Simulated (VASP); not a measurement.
# Ag (P6_3/mmc) in VASP: a series of runs

Runs on Ag. Level: r2SCAN. Tasks: single point.

Program: VASP 6.6.1. These are calculated values, not measurements. Logs are shortened: lines on timing, memory, paths and dates and some standing lists are left out, and cuts for length are marked.

## (1) The cell of the first run

The structure is hexagonal, space group P6_3/mmc (No. 194). Conventional cell: a = 2.594 Å, b = 2.594 Å, c = 4.239 Å, α = 90.00°, β = 90.00°, γ = 120.00°. Within 3.4 Å of Ag (site symmetry -6m2) lie 12 Ag at 2.59 to 2.60 Å.

This isn't the form of Ag at room conditions, which is fcc.

## (2) Single point, r2SCAN

Input file POSCAR:

```
Ag
1.0
    2.5940858140      0.0000000000      0.0000000000
   -1.2970429070      2.2465442145      0.0000000000
    0.0000000000      0.0000000000      4.2388339812
Ag
2
Direct
    0.3333333333      0.6666666667      0.2500000000
    0.6666666667      0.3333333333      0.7500000000
```

Input file INCAR.step1:

```
SYSTEM = Ag
ALGO = Normal
EDIFF = 1E-4
ENCUT = 520
GGA = PE
ISMEAR = 0
LASPH = .True.
LCHARG = .False.
LREAL = .False.
LWAVE = .True.
NBANDS = 18
NELM = 100
PREC = Accurate
SIGMA = 0.1
```

Input file INCAR.step2:

```
SYSTEM = Ag
ALGO = Normal
EDIFF = 1E-7
ENCUT = 520
ISIF = 2
ISMEAR = 0
ISTART = 1
LASPH = .True.
LCHARG = .False.
LMIXTAU = .True.
LREAL = .False.
LWAVE = .False.
METAGGA = R2SCAN
NBANDS = 18
NELM = 100
PREC = Accurate
SIGMA = 0.1
```

Input file KPOINTS:

```
k-points
0
Gamma
  18 18 10
  0 0 0
```

Potentials or basis: VASP PAW PBE potentials, release 64 (Ag).

Launch:

```sh
$ cat potpaw_PBE.64/Ag/POTCAR > POTCAR
$ cp INCAR.step1 INCAR
$ mpirun -np 1 vasp_std > vasp.out
$ cp INCAR.step2 INCAR
$ mpirun -np 1 vasp_std > vasp.out
```

OUTCAR:

```text
SYSTEM = Ag
   EDIFF = 1E-7
   ENCUT = 520
   ISIF = 2
   ISMEAR = 0
   ISTART = 1
   LASPH = .True.
   LREAL = .False.
   METAGGA = R2SCAN
   NELM = 100
   PREC = Accurate

 ion  position               nearest neighbor table
   1  0.333  0.667  0.250-   2 2.60   2 2.60   2 2.60   2 2.60   2 2.60   2 2.60
   2  0.667  0.333  0.750-   1 2.60   1 2.60   1 2.60   1 2.60   1 2.60   1 2.60

  LATTYP: Found a hexagonal cell.
 ALAT       =     2.5940858140
 C/A-ratio  =     1.6340376862

  Lattice vectors:

 A1 = (   2.5940858140,   0.0000000000,   0.0000000000)
 A2 = (  -1.2970429070,   2.2465442145,   0.0000000000)
 A3 = (   0.0000000000,   0.0000000000,   4.2388339812)

Analysis of symmetry for initial positions (statically):
=====================================================================
 Subroutine PRICEL returns:
 Original cell was already a primitive cell.

 Routine SETGRP: Setting up the symmetry group for a
 hexagonal supercell.

 Subroutine GETGRP returns: Found 24 space group operations
 (whereof 12 operations were pure point group operations)
 out of a pool of 24 trial point group operations.

The static configuration has the point symmetry D_3d.
 The point group associated with its full space group is D_6h.

Analysis of symmetry for dynamics (positions and initial velocities):
=====================================================================
 Subroutine PRICEL returns:
 Original cell was already a primitive cell.

 Routine SETGRP: Setting up the symmetry group for a
 hexagonal supercell.

 Subroutine GETGRP returns: Found 24 space group operations
 (whereof 12 operations were pure point group operations)
 out of a pool of 24 trial point group operations.

The dynamic configuration has the point symmetry D_3d.
 The point group associated with its full space group is D_6h.

 Subroutine INISYM returns: Found 24 space group operations
 (whereof 12 operations are pure point group operations),
 and found     1 'primitive' translations

----------------------------------------------------------------------------------------

                                     Primitive cell

  volume of cell :      24.7028

  direct lattice vectors                    reciprocal lattice vectors
     2.594085814  0.000000000  0.000000000     0.385492259  0.222564059  0.000000000
    -1.297042907  2.246544215  0.000000000     0.000000000  0.445128119  0.000000000
     0.000000000  0.000000000  4.238833981     0.000000000  0.000000000  0.235913934

  length of vectors
[... 81 lines left out ...]
   NELM   =    100;   NELMIN=  2; NELMDL=  0     # of ELM steps
   EDIFF  = 0.1E-06   stopping-criterion for ELM
   LREAL  =      F    real-space projection
   EDIFFG = 0.1E-05   stopping-criterion for IOM
   NSW    =      0    number of steps for IOM
   IBRION =     -1    ionic relax: 0-MD 1-quasi-New 2-CG
   NFREE  =      0    steps in history (QN), initial steepest desc. (CG)
   ISIF   =      2    stress and relaxation
   ISYM   =      2    0-nonsym 1-usesym 2-fastsym
   POTIM  = 0.5000    time-step for ionic-motion
   TEBEG  =    0.0;   TEEND  =   0.0 temperature during run
   PSTRESS=    0.0 pullay stress
   NELECT =      22.0000    total number of electrons
   NUPDOWN=      -1.0000    fix difference up-down
   EMIN   =  10.00;   EMAX   =-10.00  energy-range for DOS
   EFERMI =   0.00;   METHOD = LEGACY
   ISMEAR =     0;   SIGMA  =   0.10  broadening in eV -4-tet -1-fermi 0-gaus
   EFERMI_NEDOS =   21; number of points for ismear=-14 and -15
   IALGO  =     38    algorithm
   IMIX   =      4    mixing-type and parameters
     AMIX     =   0.40;   BMIX     =  1.00
     AMIX_MAG =   1.60;   BMIX_MAG =  1.00
  volume/ion in A,a.u.               =      12.35        83.35
  Fermi-wavevector in a.u.,A,eV,Ry     =   1.575072  2.976455 33.754050  2.480853
  Thomas-Fermi vector in A             =   2.676111
   LORBIT       =      0    0 simple, 1 ext, 2 COOP (PROOUT), +10 PAW based schemes
   METAGGA = R2SCAN    functional components
   LHFCALC =     F    Hartree Fock is set to
   AEXX    =    0.0000 exact exchange contribution
   IVDW    =     0    specifies the selected vdW correction
   LEPSILON=     F    determine dielectric tensor
   LRPA    =     F    only Hartree local field effects (RPA)
 non-spin polarized calculation
 Gauss-broadening in eV      SIGMA  =   0.10
  energy-cutoff  :      520.00
  volume of cell :       24.70
 maximum number of plane-waves:       681
 NGX is ok and might be reduce to    20
   NGX =  9   NGY =  9   NGZ = 15

 number of electron      21.9999996 magnetization

 Free energy of the ion-electron system (eV)
  ---------------------------------------------------
  ext. energy  EPLUGINS =         0.00000000
  ---------------------------------------------------
  free energy    TOTEN  =       -40.72095627 eV

  energy without entropy =      -40.71729992  energy(sigma->0) =      -40.71912810

 E-fermi :  13.8927     XC(G=0): -15.3721

 val. band max:       13.8924155841   @ k =   0.2222   0.1667   0.4000
 cond. band min:      13.8965419102   @ k =   0.2778   0.1667   0.5000
 fundamental gap:      0.0041263261
 Fermi energy:        13.8926708447

 k-point     1 :       0.0000    0.0000    0.0000
  band No.  band energies     occupation
      1       3.0405      2.00000
      2       4.4469      2.00000
      3       7.0941      2.00000
      4       7.2418      2.00000
      5       7.2418      2.00000
      6       7.6867      2.00000
[... 481 lines left out ...]
      5       7.5976      2.00000
      6       7.9515      2.00000
[... 10 lines left out ...]
     17      27.9653      0.00000
     18      31.3911      0.00000

 [... further k-points ...]

------------------------ aborting loop because EDIFF is reached ----------------------------------------

  FORCE on cell =-STRESS in cart. coord.  units (eV):
  Direction    XX          YY          ZZ          XY          YZ          ZX
  --------------------------------------------------------------------------------------
  -------------------------------------------------------------------------------------
  Total       14.1524051     14.1524051     14.1646849     -0.0000000      0.0000000      0.0000000
  in kB      917.8994695    917.8994694    918.6959114     -0.0000000      0.0000000      0.0000000
  external PRESSURE =     918.1649501 kB  Pullay stress =       0.0000000 kB

 VOLUME and BASIS-vectors are now :
 -----------------------------------------------------------------------------
  energy-cutoff  :      520.00
  volume of cell :       24.70
      direct lattice vectors                 reciprocal lattice vectors
     2.594085814  0.000000000  0.000000000     0.385492259  0.222564059  0.000000000
    -1.297042907  2.246544215  0.000000000     0.000000000  0.445128119  0.000000000
     0.000000000  0.000000000  4.238833981     0.000000000  0.000000000  0.235913934

 POSITION                                       TOTAL-FORCE (eV/Angst)
 -----------------------------------------------------------------------------------
     -0.00000      1.49770      1.05971        -0.000000      0.000000      0.000000
      1.29704      0.74885      3.17913         0.000000     -0.000000      0.000000
 -----------------------------------------------------------------------------------
    total drift:                                0.000000     -0.000000      0.000000

  FREE ENERGIE OF THE ION-ELECTRON SYSTEM (eV)
  ---------------------------------------------------
  free  energy   TOTEN  =       -40.7209562735 eV

  energy  without entropy=      -40.7172999168  energy(sigma->0) =      -40.71912810
```

OUTCAR.step1:

```text
SYSTEM = Ag
   EDIFF = 1E-4
   ENCUT = 520
   GGA = PE
   ISMEAR = 0
   LASPH = .True.
   LREAL = .False.
[... 728 lines left out ...]
     -0.00000      1.49770      1.05971        -0.000000      0.000000      0.000000
      1.29704      0.74885      3.17913         0.000000      0.000000      0.000000
 -----------------------------------------------------------------------------------
    total drift:                                0.000000     -0.000000      0.000000

  FREE ENERGIE OF THE ION-ELECTRON SYSTEM (eV)
  ---------------------------------------------------
  free  energy   TOTEN  =        -3.2383560934 eV

  energy  without entropy=       -3.2345827511  energy(sigma->0) =       -3.23646942
```

Wall time 6.2 min (1 thread of Intel Xeon Platinum 8259CL at 2.50GHz (Skylake/Cascade Lake), shared host); peak memory 0.2 GiB.

Results:

* Free energy: -40.7210 eV
* Pressure: 91.8 GPa
* Band gap on the k mesh: zero (bands 11 and 12 overlap by 9.73 eV)

Stress tensor (GPa, compression positive):
```
91.79  0.00  0.00
 0.00 91.79  0.00
 0.00  0.00 91.87
```

Caveat: the cell stands under pressure; the PAW data sets were made with another functional, which shifts forces and pressure a little.

## (3) Single point, r2SCAN

This run uses another cell than the first one, of 13.57 Å³/atom.

Input file POSCAR:

```
Ag
1.0
    2.6768975792      0.0000000000      0.0000000000
   -1.3384487896      2.3182613069      0.0000000000
    0.0000000000      0.0000000000      4.3732497171
Ag
2
Direct
    0.3333333333      0.6666666667      0.2500000000
    0.6666666667      0.3333333333      0.7500000000
```

Input file INCAR.step1:

```
PREC     = Accurate       # precision mode
ENCUT    = 520            # plane-wave cutoff, eV
ISMEAR   = 0              # smearing method
SIGMA    = 0.1            # smearing width, eV
LREAL    = False          # projectors in reciprocal space
LASPH    = True           # aspherical terms in the spheres
NELM     = 100            # most SCF steps
NBANDS   = 18             # bands
GGA      = PE             # functional
ALGO     = Normal         # electronic algorithm
EDIFF    = 1E-4           # SCF threshold, eV
LWAVE    = True           # write WAVECAR
LCHARG   = False          # write CHGCAR
```

Input file INCAR.step2:

```
PREC     = Accurate       # precision mode
ENCUT    = 520            # plane-wave cutoff, eV
EDIFF    = 1E-7           # SCF threshold, eV
ISMEAR   = 0              # smearing method
SIGMA    = 0.1            # smearing width, eV
LREAL    = False          # projectors in reciprocal space
LASPH    = True           # aspherical terms in the spheres
NELM     = 100            # most SCF steps
ALGO     = Normal         # electronic algorithm
ISIF     = 2              # what is computed and relaxed
LWAVE    = False          # write WAVECAR
LCHARG   = False          # write CHGCAR
METAGGA  = R2SCAN         # meta-GGA
LMIXTAU  = True         
NBANDS   = 18             # bands
ISTART   = 1
```

Input file KPOINTS:

```
regular mesh
0
Gamma
  18 18 10
```

Potentials or basis: VASP PAW PBE potentials, release 64 (Ag).

Launch:

```sh
$ cat potpaw_PBE.64/Ag/POTCAR > POTCAR
$ cp INCAR.step1 INCAR
$ mpirun -np 1 vasp_std > vasp.out
$ cp INCAR.step2 INCAR
$ mpirun -np 1 vasp_std > vasp.out
```

OUTCAR:

```text
PREC = Accurate
   ENCUT = 520
   EDIFF = 1E-7
   ISMEAR = 0
   LREAL = False
   LASPH = True
   NELM = 100
   ISIF = 2
   METAGGA = R2SCAN
   ISTART = 1

 ion  position               nearest neighbor table
   1  0.333  0.667  0.250-   2 2.68   2 2.68   2 2.68   2 2.68   2 2.68   2 2.68
   2  0.667  0.333  0.750-   1 2.68   1 2.68   1 2.68   1 2.68   1 2.68   1 2.68

  LATTYP: Found a hexagonal cell.
 ALAT       =     2.6768975792
 C/A-ratio  =     1.6337008002

  Lattice vectors:

[... 694 lines left out ...]
------------------------ aborting loop because EDIFF is reached ----------------------------------------

  FORCE on cell =-STRESS in cart. coord.  units (eV):
  Direction    XX          YY          ZZ          XY          YZ          ZX
  --------------------------------------------------------------------------------------
  -------------------------------------------------------------------------------------
  Total        8.6402304      8.6402304      8.6397450      0.0000000      0.0000000      0.0000000
  in kB      510.0790542    510.0790542    510.0503935      0.0000000      0.0000000      0.0000000
  external PRESSURE =     510.0695006 kB  Pullay stress =       0.0000000 kB

 VOLUME and BASIS-vectors are now :
 -----------------------------------------------------------------------------
  energy-cutoff  :      520.00
  volume of cell :       27.14
      direct lattice vectors                 reciprocal lattice vectors
     2.676897579  0.000000000  0.000000000     0.373566777  0.215678879  0.000000000
    -1.338448790  2.318261307  0.000000000     0.000000000  0.431357758  0.000000000
     0.000000000  0.000000000  4.373249717     0.000000000  0.000000000  0.228662909

 POSITION                                       TOTAL-FORCE (eV/Angst)
 -----------------------------------------------------------------------------------
     -0.00000      1.54551      1.09331        -0.000000      0.000000      0.000000
      1.33845      0.77275      3.27994         0.000000     -0.000000      0.000000
 -----------------------------------------------------------------------------------
    total drift:                               -0.000000      0.000000     -0.000000

  FREE ENERGIE OF THE ION-ELECTRON SYSTEM (eV)
  ---------------------------------------------------
  free  energy   TOTEN  =       -41.7829327207 eV

  energy  without entropy=      -41.7794193948  energy(sigma->0) =      -41.78117606
```

Run time: 6.7 min. Hardware: 1 thread of Intel Xeon Platinum 8259CL at 2.50GHz (Skylake/Cascade Lake), shared host; peak memory 0.21 GiB.

What came out:

```yaml
Free_energy: -41.7829 eV
Pressure: 51.0 GPa
Band_gap_on_the_k_mesh: zero (bands 11 and 12 overlap by 9.12 eV)
```

Caveat: the cell stands under pressure; the PAW data sets were made with another functional, which shifts forces and pressure a little.

## (4) Single point, r2SCAN

This run uses another cell than the first one, of 14.82 Å³/atom.

Input file POSCAR:

```
Ag
1.0
    2.7562190023      0.0000000000      0.0000000000
   -1.3781095012      2.3869556743      0.0000000000
    0.0000000000      0.0000000000      4.5054391710
Ag
2
Direct
    0.3333333333      0.6666666667      0.2500000000
    0.6666666667      0.3333333333      0.7500000000
```

Input file INCAR.step1:

```
SYSTEM = Ag
PREC = Accurate
ENCUT = 520
ISMEAR = 0
SIGMA = 0.1
LREAL = .False.
LASPH = .True.
NELM = 60
NBANDS = 18
GGA = PE
ALGO = Normal
EDIFF = 1E-4
LWAVE = .True.
LCHARG = .False.
```

Input file INCAR.step2:

```
SYSTEM = Ag
PREC = Accurate
ENCUT = 520
EDIFF = 1E-6
ISMEAR = 0
SIGMA = 0.1
LREAL = .False.
LASPH = .True.
NELM = 60
ALGO = Normal
ISIF = 2
LWAVE = .False.
LCHARG = .False.
METAGGA = R2SCAN
LMIXTAU = .True.
NBANDS = 18
ISTART = 1
```

Input file KPOINTS:

```
regular mesh
0
Gamma
  18 18 10
  0 0 0
```

Potentials or basis: VASP PAW PBE potentials, release 64 (Ag).

Launch:

```sh
$ cat potpaw_PBE.64/Ag/POTCAR > POTCAR
$ cp INCAR.step1 INCAR
$ mpirun -np 1 vasp_std > vasp.out
$ cp INCAR.step2 INCAR
$ mpirun -np 1 vasp_std > vasp.out
```

OUTCAR:

```text
SYSTEM = Ag
   PREC = Accurate
   ENCUT = 520
   EDIFF = 1E-6
   ISMEAR = 0
   LREAL = .False.
   LASPH = .True.
   NELM = 60
   ISIF = 2
   METAGGA = R2SCAN
   ISTART = 1

 ion  position               nearest neighbor table
   1  0.333  0.667  0.250-   2 2.76   2 2.76   2 2.76   2 2.76   2 2.76   2 2.76
   2  0.667  0.333  0.750-   1 2.76   1 2.76   1 2.76   1 2.76   1 2.76   1 2.76

  LATTYP: Found a hexagonal cell.
 ALAT       =     2.7562190023
 C/A-ratio  =     1.6346448404

  Lattice vectors:

[... 693 lines left out ...]
------------------------ aborting loop because EDIFF is reached ----------------------------------------

  FORCE on cell =-STRESS in cart. coord.  units (eV):
  Direction    XX          YY          ZZ          XY          YZ          ZX
  --------------------------------------------------------------------------------------
  -------------------------------------------------------------------------------------
  Total        4.7202239      4.7202239      4.7144429     -0.0000000     -0.0000000      0.0000000
  in kB      255.1396624    255.1396624    254.8271826     -0.0000000     -0.0000000      0.0000000
  external PRESSURE =     255.0355025 kB  Pullay stress =       0.0000000 kB

 VOLUME and BASIS-vectors are now :
 -----------------------------------------------------------------------------
  energy-cutoff  :      520.00
  volume of cell :       29.64
      direct lattice vectors                 reciprocal lattice vectors
     2.756219002  0.000000000  0.000000000     0.362815872  0.209471841  0.000000000
    -1.378109501  2.386955674  0.000000000     0.000000000  0.418943682  0.000000000
     0.000000000  0.000000000  4.505439171     0.000000000  0.000000000  0.221953945

 POSITION                                       TOTAL-FORCE (eV/Angst)
 -----------------------------------------------------------------------------------
     -0.00000      1.59130      1.12636        -0.000000      0.000000      0.000000
      1.37811      0.79565      3.37908         0.000000     -0.000000      0.000000
 -----------------------------------------------------------------------------------
    total drift:                                0.000000     -0.000000      0.000000

  FREE ENERGIE OF THE ION-ELECTRON SYSTEM (eV)
  ---------------------------------------------------
  free  energy   TOTEN  =       -42.3650654415 eV

  energy  without entropy=      -42.3605194634  energy(sigma->0) =      -42.36279245
```

OSZICAR.step1:

```text
N       E                     dE             d eps       ncg     rms          rms(c)
DAV:   1     0.129300118832E+03    0.12930E+03   -0.12000E+04  8000   0.125E+03
DAV:   2    -0.340983762818E+01   -0.13271E+03   -0.12672E+03  8296   0.279E+02
DAV:   3    -0.555140475363E+01   -0.21416E+01   -0.21345E+01  9212   0.398E+01
DAV:   4    -0.555761864261E+01   -0.62139E-02   -0.62134E-02  8792   0.210E+00
DAV:   5    -0.555766477417E+01   -0.46132E-04   -0.46132E-04  8844   0.192E-01    0.110E+01
DAV:   6    -0.502164507347E+01    0.53602E+00   -0.10761E+00  8250   0.117E+01    0.671E+00
DAV:   7    -0.498694700213E+01    0.34698E-01   -0.34757E-02  8800   0.203E+00    0.309E+00
DAV:   8    -0.497970969559E+01    0.72373E-02   -0.29977E-03  8282   0.450E-01    0.187E-01
DAV:   9    -0.497971646288E+01   -0.67673E-05   -0.11326E-05  4980   0.308E-02
   1 F= -.49797165E+01 E0= -.49775122E+01  d E =-.440852E-02
```

Wall time 4.4 min (1 thread of Intel Xeon Platinum 8259CL at 2.50GHz (Skylake/Cascade Lake), shared host); peak memory 0.22 GiB.

Results:

```yaml
Free_energy: -42.3651 eV
Pressure: 25.5 GPa
Band_gap_on_the_k_mesh: zero (bands 11 and 12 overlap by 8.64 eV)
```

Caveat: the cell stands under pressure; the PAW data sets were made with another functional, which shifts forces and pressure a little.

(Continued in part 2 of 2.)
